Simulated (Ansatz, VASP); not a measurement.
## One calculation of ZnIn2Cl4, two programs

Contents of INCAR:

```
ALGO = Normal
EDIFF = 1E-7
ENCUT = 520
GGA = PE
ISIF = 2
ISMEAR = 0
LASPH = True
LCHARG = True
LELF = True
LREAL = False
LVHAR = True
LWAVE = False
NBANDS = 42
NELM = 100
PREC = Accurate
SIGMA = 0.1
```

The input KPOINTS:

```
k-points
0
Gamma
  6 6 6
```

File POSCAR:

```
ZnIn2Cl4
1.0
   -2.3760000000      2.3760000000      7.1720000000
    2.3760000000     -2.3760000000      7.1720000000
    2.3760000000      2.3760000000     -7.1720000000
Zn In Cl
1 2 4
Direct
    0.0000000000      0.0000000000      0.0000000000
    0.3431399900      0.3431399900      0.0000000000
    0.6568600100      0.6568600100      0.0000000000
    0.8326826500      0.8326826500      0.0000000000
    0.0000000000      0.5000000000      0.5000000000
    0.5000000000      0.0000000000      0.5000000000
    0.1673173500      0.1673173500      0.0000000000
```

Input for Ansatz:

```yaml
crystal:
  lattice:
    - [-2.376, 2.376, 7.172]
    - [2.376, -2.376, 7.172]
    - [2.376, 2.376, -7.172]
  atoms:
    - { symbol: Zn, position: [0.0, 0.0, 0.0] }
    - { symbol: In, position: [0.34313999, 0.34313999, 0.0] }
    - { symbol: In, position: [0.65686001, 0.65686001, 0.0] }
    - { symbol: Cl, position: [0.83268265, 0.83268265, 0.0] }
    - { symbol: Cl, position: [0.0, 0.5, 0.5] }
    - { symbol: Cl, position: [0.5, 0.0, 0.5] }
    - { symbol: Cl, position: [0.16731735, 0.16731735, 0.0] }
basis:
  ecutwfc: 420
kpoints:
  mp_grid: { grid: [6, 6, 6] }
hamiltonian:
  xc: pbe
scf:
  occupations: { method: gaussian, width: 0.1 }
  lower_state_search: "off"
output:
  forces: true
  stress: true
  eigenvalues: true
```

Alike in both runs: task single point; functional PBE; k mesh 6 × 6 × 6; occupations gaussian, width 0.1 eV; no spin polarisation.

|  | VASP | Ansatz |
| --- | --- | --- |
| version | VASP 6.6.1 | Ansatz 0.2.0 |
| potentials or method | VASP PAW PBE potentials, release 64 (Zn, In_d, Cl), cutoff 520 eV | scalar-relativistic, plane waves, PAW |
| valence electrons in the cell | 66 | 66 |

VASP gave:

- gap on the k mesh at the Fermi level (eV): 1.28
- least direct gap on the mesh (eV): 1.92
- pressure (GPa): 8.6
- traceless stress, the component that is largest in VASP (GPa): 5.28
- rms of the force components (eV/Å): 0.568

**Question.** What did Ansatz give for the same quantities?

**Answer.** gap on the k mesh at the Fermi level (eV): 1.27; least direct gap on the mesh (eV): 1.92; pressure (GPa): 8.6; traceless stress, the component that is largest in VASP (GPa): 5.26; rms of the force components (eV/Å): 0.567.

Atom by atom the forces differ by 0.003 eV/Å (rms over components).
